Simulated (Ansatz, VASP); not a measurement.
## TlSe2 in VASP and in Ansatz

```xyz
3
Lattice="4.7699 0.0000 0.0000 -2.3849 4.1308 0.0000 0.0000 0.0000 4.3607" Properties=species:S:1:pos:R:3 pbc="T T T"
Tl    0.0000    0.0000    0.0000
Se    0.0000    2.7539    2.1803
Se    2.3849    1.3769    2.1803
```

Alike in both runs: task relaxation of cell and atoms; functional PBE; k mesh 12 × 12 × 10; occupations gaussian, width 0.1 eV; no spin polarisation.

|  | VASP | Ansatz |
| --- | --- | --- |
| version | VASP 6.6.1 | Ansatz 0.2.0 |
| potentials or method | VASP PAW PBE potentials, release 64 (Tl_d, Se), cutoff 600 eV | scalar-relativistic, plane waves, PAW |
| valence electrons in the cell | 25 | 45 |

Ansatz gave:

- gap on the k mesh at the Fermi level, each at its own relaxed structure (eV): none
- relaxed volume (Å³/atom): 28.74
- relaxed length of the cell vector where the two differ most in proportion (Å): 4.403

What did VASP give for the same quantities?

gap on the k mesh at the Fermi level, each at its own relaxed structure (eV): none; relaxed volume (Å³/atom): 28.76; relaxed length of the cell vector where the two differ most in proportion (Å): 4.404.

A gap of «none» marks a metal or a gap that the smearing closes. VASP's potentials hold 25 valence electrons a cell and Ansatz's 45, so a difference there can come from the potentials and not from the codes.

Spin-orbit coupling is off throughout.
